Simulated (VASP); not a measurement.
Input of a VASP 6.6.1 run:

POSCAR

```
Ir
1.0
    0.0000000000      1.8429120000      1.8429120000
    1.8429120000      0.0000000000      1.8429120000
    1.8429120000      1.8429120000      0.0000000000
Ir
1
Direct
    0.0000000000      0.0000000000      0.0000000000
```

Contents of INCAR.step1:

```
PREC = Accurate
ENCUT = 550
ISMEAR = 0
SIGMA = 0.15
LREAL = F
LASPH = T
NELM = 120
NBANDS = 14
GGA = PE
ALGO = Normal
EDIFF = 1E-5
LWAVE = T
LCHARG = F
GGA_COMPAT = F
```

Contents of INCAR.step2:

```
PREC = Accurate
ENCUT = 550
EDIFF = 1E-6
ISMEAR = 0
SIGMA = 0.15
LREAL = F
LASPH = T
NELM = 120
ALGO = Normal
ISIF = 2
LWAVE = F
LCHARG = F
METAGGA = R2SCAN
LMIXTAU = T
NBANDS = 14
ISTART = 1
GGA_COMPAT = F
```

File KPOINTS:

```
Automatic mesh
0
Gamma
  22 22 22
```

Potentials or basis: VASP PAW PBE potentials, release 64 (Ir_sv_GW).

The run is started by

```bash
$ cat potpaw_PBE.64/Ir_sv_GW/POTCAR > POTCAR
$ cp INCAR.step1 INCAR
$ mpirun -np 1 vasp_std > vasp.out
$ cp INCAR.step2 INCAR
$ mpirun -np 1 vasp_std > vasp.out
```

Question: What does it give for the pressure?

Answer: 63.1 GPa.

Caveat: the cell differs from its parent crystal (strain -0.040 along x and y, -0.040 along z); the PAW data sets were made with another functional, which shifts forces and pressure a little.
